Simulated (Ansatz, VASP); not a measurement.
## FeNi2GeS4 in VASP and in Ansatz

Contents of INCAR:

```
SYSTEM = FeNi2GeS4
  PREC = Accurate
  ENCUT = 520
  EDIFF = 1E-6
  ISMEAR = -1
  SIGMA = 0.1
  LREAL = .False.
  LASPH = .True.
  NELM = 60
  ALGO = Normal
  ISIF = 2
  LWAVE = .False.
  LCHARG = .False.
  GGA = RE
  NBANDS = 43
```

KPOINTS

```
Automatic mesh
0
Gamma
  5 5 5
  0 0 0
```

The input POSCAR:

```
FeNi2GeS4
1.0
    0.0000000000      5.3009220000      0.0000000000
    5.3009220000      0.0000000000      0.0000000000
    2.6504610000      2.6504610000     -5.2312390000
Ni Fe Ge S
2 1 1 4
Direct
    0.7500000000      0.2500000000      0.5000000000
    0.2500000000      0.7500000000      0.5000000000
    0.0000000000      0.0000000000      0.0000000000
    0.5000000000      0.5000000000      0.0000000000
    0.1345000000      0.1345000000      0.2490000000
    0.8655000000      0.3835000000      0.7510000000
    0.6165000000      0.6165000000      0.2490000000
    0.3835000000      0.8655000000      0.7510000000
```

Input for Ansatz:

```yaml
crystal:
  lattice:
    - [0.0, 5.300922, 0.0]
    - [5.300922, 0.0, 0.0]
    - [2.650461, 2.650461, -5.231239]
  atoms:
    - { symbol: Ni, position: [0.75, 0.25, 0.5] }
    - { symbol: Ni, position: [0.25, 0.75, 0.5] }
    - { symbol: Fe, position: [0.0, 0.0, 0.0] }
    - { symbol: Ge, position: [0.5, 0.5, 0.0] }
    - { symbol: S, position: [0.1345, 0.1345, 0.249] }
    - { symbol: S, position: [0.8655, 0.3835, 0.751] }
    - { symbol: S, position: [0.6165, 0.6165, 0.249] }
    - { symbol: S, position: [0.3835, 0.8655, 0.751] }
  symmetry: { tolerance: 0.0003 }
kpoints:
  mp_grid: { grid: [5, 5, 5], shift: [0, 0, 0] }
magnetization:
  spin_polarized: false
scf:
  occupations: { method: fermi_dirac }
hamiltonian:
  pseudopotentials: { kind: paw }
  xc: revpbe
basis:
  ecutwfc: 420
output:
  forces: true
  stress: true
  eigenvalues: true
```

Alike in both runs: task single point; functional revPBE; k mesh 5 × 5 × 5; no spin polarisation.

|  | VASP | Ansatz |
| --- | --- | --- |
| version | VASP 6.6.1 | Ansatz 0.2.0 |
| potentials or method | VASP PAW PBE potentials, release 64 (Ni, Fe, Ge_d, S), cutoff 520 eV | PAW plane waves |
| occupations | fermi-dirac, width 0.1 eV | fermi-dirac |
| valence electrons in the cell | 66 | 90 |

Ansatz gave:

- gap on the k mesh at the Fermi level (eV): none
- pressure (GPa): -3.2
- traceless stress, the component that is largest in VASP (GPa): 0.53
- rms of the force components (eV/Å): 0.787

Q: What did VASP give for the same quantities?

A: gap on the k mesh at the Fermi level (eV): none; pressure (GPa): -3.2; traceless stress, the component that is largest in VASP (GPa): 0.53; rms of the force components (eV/Å): 0.757.

VASP's potentials were made for PBE, not for revPBE. Atom by atom the forces differ by 0.030 eV/Å (rms over components). A gap of «none» marks a metal or a gap that the smearing closes. VASP's potentials hold 66 valence electrons a cell and Ansatz's 90, so a difference there can come from the potentials and not from the codes.
